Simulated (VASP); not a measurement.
# Y (Im-3m) in VASP: further runs, part 2 of 2

VASP 6.6.1.

## 5. Single point, LDA (26.92 Å³/atom)

This run uses another cell than the first one, of 26.92 Å³/atom.

The input, INCAR:

```
SYSTEM = Y
PREC = Accurate
ENCUT = 520
EDIFF = 1E-7
ISMEAR = -1
SIGMA = 0.05
LREAL = .False.
LASPH = .True.
NELM = 80
ALGO = Normal
ISIF = 2
LWAVE = .False.
LCHARG = .True.
GGA = CA
LELF = .True.
LVHAR = .True.
NBANDS = 12
```

The input, KPOINTS:

```
regular mesh
0
Gamma
  14 14 14
  0 0 0
```

The input, POSCAR:

```
Y
1.0
   -1.8879332670      1.8879332670      1.8879332670
    1.8879332670     -1.8879332670      1.8879332670
    1.8879332670      1.8879332670     -1.8879332670
Y
1
Direct
    0.0000000000      0.0000000000      0.0000000000
```

Potentials or basis: VASP PAW LDA potentials, release 64 (Y_sv).

Started as:

```bash
$ cat potpaw_LDA.64/Y_sv/POTCAR > POTCAR
$ mpirun -np 1 vasp_std > vasp.out
```

OUTCAR:

```text
SYSTEM = Y
   PREC = Accurate
   ENCUT = 520
   EDIFF = 1E-7
   ISMEAR = -1
   LREAL = .False.
   LASPH = .True.
   NELM = 80
   ISIF = 2
   GGA = CA

 ion  position               nearest neighbor table
   1  0.000  0.000  0.000-

  LATTYP: Found a body centered cubic cell.
 ALAT       =     3.7758665340

  Lattice vectors:

 A1 = (  -1.8879332670,   1.8879332670,   1.8879332670)
 A2 = (   1.8879332670,  -1.8879332670,   1.8879332670)
 A3 = (   1.8879332670,   1.8879332670,  -1.8879332670)

Analysis of symmetry for initial positions (statically):
=====================================================================
 Subroutine PRICEL returns:
 Original cell was already a primitive cell.

 Routine SETGRP: Setting up the symmetry group for a
 body centered cubic supercell.

 Subroutine GETGRP returns: Found 48 space group operations
 (whereof 48 operations were pure point group operations)
 out of a pool of 48 trial point group operations.

The static configuration has the point symmetry O_h .

[... 164 lines left out ...]
 k-point     1 :       0.0000    0.0000    0.0000
  band No.  band energies     occupation
      1     -38.1735      2.00000
      2     -17.7760      2.00000
      3     -17.7760      2.00000
      4     -17.7760      2.00000
      5      -1.0553      2.00000
      6       5.8089      0.00000
      7       5.8089      0.00000
      8       5.8089      0.00000
      9       8.2132      0.00000
     10       8.2132      0.00000
     11      15.0455      0.00000
     12      15.0455      0.00000
[... 331 lines left out ...]
 k-point    24 :       0.3571    0.2857    0.0000
  band No.  band energies     occupation
      1     -37.9943      2.00000
      2     -18.5861      2.00000
      3     -18.4231      2.00000
      4     -17.9072      2.00000
      5       3.0847      2.00000
      6       3.9096      1.61139
      7       4.2142      0.01858
      8       8.3953      0.00000
      9       8.8411      0.00000
     10      11.8796      0.00000
     11      13.2326      0.00000
     12      14.4016      0.00000

 [... further k-points ...]

------------------------ aborting loop because EDIFF is reached ----------------------------------------

  FORCE on cell =-STRESS in cart. coord.  units (eV):
  Direction    XX          YY          ZZ          XY          YZ          ZX
  --------------------------------------------------------------------------------------
  -------------------------------------------------------------------------------------
  Total        0.8840712      0.8840712      0.8840712      0.0000000      0.0000000      0.0000000
  in kB       52.6232818     52.6232818     52.6232818      0.0000000      0.0000000      0.0000000
  external PRESSURE =      52.6232818 kB  Pullay stress =       0.0000000 kB

 VOLUME and BASIS-vectors are now :
 -----------------------------------------------------------------------------
  energy-cutoff  :      520.00
  volume of cell :       26.92
      direct lattice vectors                 reciprocal lattice vectors
    -1.887933267  1.887933267  1.887933267     0.000000000  0.264839869  0.264839869
     1.887933267 -1.887933267  1.887933267     0.264839869  0.000000000  0.264839869
     1.887933267  1.887933267 -1.887933267     0.264839869  0.264839869  0.000000000

 POSITION                                       TOTAL-FORCE (eV/Angst)
 -----------------------------------------------------------------------------------
      0.00000      0.00000      0.00000        -0.000000      0.000000      0.000000
 -----------------------------------------------------------------------------------
    total drift:                                0.000000      0.000000      0.000000

  FREE ENERGIE OF THE ION-ELECTRON SYSTEM (eV)
  ---------------------------------------------------
  free  energy   TOTEN  =        -6.7811451598 eV

  energy  without entropy=       -6.7615311338  energy(sigma->0) =       -6.77133815
```

OSZICAR:

```text
N       E                     dE             d eps       ncg     rms          rms(c)
DAV:   1     0.259732216008E+02    0.25973E+02   -0.57352E+03  2512   0.858E+02
DAV:   2    -0.560892447570E+01   -0.31582E+02   -0.30666E+02  2964   0.171E+02
DAV:   3    -0.689919040077E+01   -0.12903E+01   -0.12690E+01  3420   0.225E+01
DAV:   4    -0.693308801413E+01   -0.33898E-01   -0.33852E-01  2756   0.341E+00
DAV:   5    -0.693377802149E+01   -0.69001E-03   -0.68998E-03  3132   0.371E-01    0.261E+01
DAV:   6    -0.680013474468E+01    0.13364E+00   -0.17696E-01  2776   0.278E+00    0.156E+01
DAV:   7    -0.678426386886E+01    0.15871E-01   -0.22417E-01  3116   0.311E+00    0.116E+00
DAV:   8    -0.678118489171E+01    0.30790E-02   -0.24754E-02  2844   0.129E+00    0.191E-01
DAV:   9    -0.678115601784E+01    0.28874E-04   -0.69122E-04  2984   0.213E-01    0.644E-02
DAV:  10    -0.678114539155E+01    0.10626E-04   -0.51435E-05  2880   0.619E-02    0.144E-02
DAV:  11    -0.678114514094E+01    0.25061E-06   -0.67021E-06  2832   0.228E-02    0.131E-02
DAV:  12    -0.678114515790E+01   -0.16962E-07   -0.10611E-06  2748   0.932E-03    0.180E-03
DAV:  13    -0.678114515979E+01   -0.18861E-08   -0.45857E-08  1940   0.187E-03
   1 F= -.67811452E+01 E0= -.67713381E+01  d E =-.196140E-01
```

stdout:

```text
POSCAR found type information on POSCAR Y
 POSCAR found :  1 types and       1 ions
 scaLAPACK will be used
 LDA part: xc-table for (Slater(with rela. corr.)+CA(PZ))
 , standard interpolation
 POSCAR, INCAR and KPOINTS ok, starting setup
 FFT: planning ... GRIDC
 FFT: planning ... GRID_SOFT
 FFT: planning ... GRID
 WAVECAR not read
 entering main loop
```

It took 31 s on 1 thread of Intel Xeon 8259CL, shared host; peak memory 0.16 GiB.

What came out:

- Free energy: -6.7811 eV
- Pressure: 5.3 GPa
- Band gap on the k mesh: zero (an odd number of electrons rules out a gap without spin polarisation)

Levels at points of the mesh, in eV from the Fermi level:
```
           k point  band 3  band 4  band 5  band 6  band 7  band 8
(0.00, 0.00, 0.00)  -21.76  -21.76   -5.04    1.83    1.83    1.83
(0.50, 0.00, 0.00)  -22.08  -21.77   -2.33   -0.02    1.61    4.24
(0.50, 0.50, 0.50)  -22.47  -22.47   -2.00   -2.00    6.48    6.48
```

Caveat: the cell stands under pressure.

## 6. Single point, LDA

This run uses another cell than the first one, of 29.91 Å³/atom.

The input, INCAR:

```
SYSTEM = Y
  PREC = Accurate
  ENCUT = 520
  EDIFF = 1E-6
  ISMEAR = -1
  SIGMA = 0.05
  LREAL = .FALSE.
  LASPH = .TRUE.
  NELM = 60
  ALGO = Normal
  ISIF = 2
  LWAVE = .FALSE.
  LCHARG = .FALSE.
  NBANDS = 12
```

The input, KPOINTS:

```
regular mesh
0
G
  14 14 14
  0 0 0
```

The input, POSCAR:

```
Y
1.0
   -1.9554158721      1.9554158721      1.9554158721
    1.9554158721     -1.9554158721      1.9554158721
    1.9554158721      1.9554158721     -1.9554158721
Y
1
Direct
    0.0000000000      0.0000000000      0.0000000000
```

Potentials or basis: VASP PAW LDA potentials, release 64 (Y_sv).

Started as:

```bash
$ cat potpaw_LDA.64/Y_sv/POTCAR > POTCAR
$ mpirun -np 1 vasp_std > vasp.out
```

Run time: 44 s. Hardware: 1 thread of Intel Xeon 8259CL, shared host; peak memory 0.18 GiB.

It converged, with:

```
Free energy            : -6.8256 eV
Pressure               : -0.2 GPa
Band gap on the k mesh : zero (an odd number of electrons rules out a gap without spin polarisation)
```

Levels at points of the mesh, in eV from the Fermi level:
| k point | band 3 | band 4 | band 5 | band 6 | band 7 | band 8 |
| --- | --- | --- | --- | --- | --- | --- |
| (0.00, 0.00, 0.00) | -22.12 | -22.12 | -4.94 | 1.69 | 1.69 | 1.69 |
| (0.50, 0.00, 0.00) | -22.36 | -22.13 | -2.16 | 0.05 | 1.14 | 3.80 |
| (0.50, 0.50, 0.50) | -22.65 | -22.65 | -1.70 | -1.70 | 5.79 | 5.79 |

## 7. The runs side by side

```csv
cell,gap on the mesh (eV),pressure (GPa)
"a = 3.144 Å, angles 109.5°, 1 atom",none,13.4
"a = 3.270 Å, angles 109.5°, 1 atom",none,5.3
"a = 3.387 Å, angles 109.5°, 1 atom",none,-0.2
```

Alike in all rows: task single point; level LDA; potentials or basis VASP PAW LDA potentials, release 64 (Y_sv); no spin polarisation; k mesh 14 × 14 × 14; cutoff (eV) 520; smearing fermi-dirac 0.05 eV.

Caveats: the cell stands under pressure (at least some runs).

Total energies depend on the potentials used, so only differences within one code and one set of settings carry meaning.
